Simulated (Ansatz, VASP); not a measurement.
**One calculation of ZnS, two programs**

```
CELL_PARAMETERS angstrom
3.84556 0.00000 0.00000
-1.92278 3.33035 0.00000
0.00000 0.00000 6.30372
ATOMIC_POSITIONS crystal
Zn 0.33333 0.66667 0.00520
Zn 0.66667 0.33333 0.50520
S 0.33333 0.66667 0.41946
S 0.66667 0.33333 0.91946
```

Alike in both runs: task single point; functional PBE; k mesh 9 × 9 × 4; occupations gaussian, width 0.05 eV; no spin polarisation.

|  | VASP | Ansatz |
| --- | --- | --- |
| version | VASP 6.6.1 | Ansatz 0.2.0 |
| potentials or method | VASP PAW PBE potentials, release 64 (Zn, S), cutoff 520 eV | scalar-relativistic, plane waves, PAW |
| valence electrons in the cell | 36 | 36 |

VASP gave:

```
gap on the k mesh at the Fermi level (eV)                     : 2.15
least direct gap on the mesh (eV)                             : 2.15
pressure (GPa)                                                : 1.7
traceless stress, the component that is largest in VASP (GPa) : -3.31
rms of the force components (eV/Å)                            : 0.410
```

Q: Which values does Ansatz return?

A: gap on the k mesh at the Fermi level (eV): 2.15; least direct gap on the mesh (eV): 2.15; pressure (GPa): 1.5; traceless stress, the component that is largest in VASP (GPa): -3.22; rms of the force components (eV/Å): 0.406.

Atom by atom the forces differ by 0.004 eV/Å (rms over components).
